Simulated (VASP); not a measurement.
**AlN: relaxation of the atoms with PBE**

The system is AlN.

```xyz
4
Lattice="3.1302 0.0000 0.0000 -1.5651 2.7108 0.0000 0.4516 0.0000 5.0180" Properties=species:S:1:pos:R:3 pbc="T T T"
Al    1.7805    0.9038    2.5069
Al    0.4412    1.8070    5.0159
N     1.9730    0.9009    4.4180
N     0.1820    1.8100    1.9090
```

This cell differs from its parent crystal: shear of c along a, cell held: +9.0 %.

| Property | Result |
| --- | --- |
| Program | VASP 6.6.1 |
| Task | relaxation of the atoms |
| Functional | PBE |
| Potentials or basis | VASP PAW PBE potentials, release 64 (Al, N) |
| Cutoff | 520 eV |
| k mesh | 12 × 12 × 6 |
| Occupations | gaussian, width 0.02 eV |
| Spin | no spin polarisation |
| Dipole correction | no |
| Further INCAR settings | ALGO = Normal; EDIFF = 1e-07; IBRION = 2; EDIFFG = -0.008; NSW = 60 |

* Energy gained by relaxing: 0.5 meV/atom
* Ionic steps: 4
* Pressure after relaxing: -0.5 GPa
* Largest force after relaxing: 0.007 eV/Å
* Band gap on the k mesh: 3.76 eV, direct

Forces on the atoms (eV/Å):
```
Al   0.000  0.003 -0.001
Al   0.000 -0.003 -0.001
N    0.000 -0.007  0.001
N    0.000  0.007  0.001
```

Stress tensor (GPa, compression positive):
```
-2.26  0.00 -9.75
 0.00 -0.12  0.00
-9.75  0.00  0.92
```

The path:
```tsv
step	energy change (eV)	largest force (eV/Å)	pressure (GPa)
1	0.0000	0.1673	-0.37
2	-0.0016	0.0680	-0.52
3	-0.0019	0.0168	-0.49
4	-0.0019	0.0070	-0.49
```

Final structure:
```
Al N
1.0
     3.13021    0.00000    0.00000
    -1.56510    2.71084    0.00000
     0.45162    0.00000    5.01804
Al N
2 2
Direct
  0.66155 0.33301 0.50004
  0.32855 0.66699 0.00004
  0.67071 0.33153 0.87996
  0.33918 0.66847 0.37996
```

Levels at points of the mesh, in eV from the valence-band top:
| k point | band 6 | band 7 | band 8 | band 9 | band 10 | band 11 |
| --- | --- | --- | --- | --- | --- | --- |
| (0.00, 0.00, 0.00) | -0.56 | -0.39 | 0.00 | 3.76 | 6.31 | 10.02 |
| (0.50, 0.00, 0.00) | -2.23 | -1.93 | -0.86 | 5.44 | 5.61 | 7.63 |
| (0.00, 0.50, 0.00) | -2.18 | -2.02 | -0.83 | 5.57 | 5.58 | 7.39 |
| (0.00, 0.00, 0.50) | -0.83 | -0.58 | -0.58 | 6.01 | 6.01 | 9.95 |
| (0.50, 0.00, 0.50) | -1.66 | -1.59 | -1.13 | 4.76 | 5.24 | 8.37 |
| (0.00, 0.50, 0.50) | -1.75 | -1.37 | -1.37 | 4.98 | 4.98 | 8.96 |

It took 4.5 min on 1 thread of Oxide Virtual Turin-like Processor, on a shared host, peak memory 0.21 GiB.

Caveat: the cell differs from its parent crystal (shear of c along a, cell held: +9.0 %). A k mesh can miss the band edges.
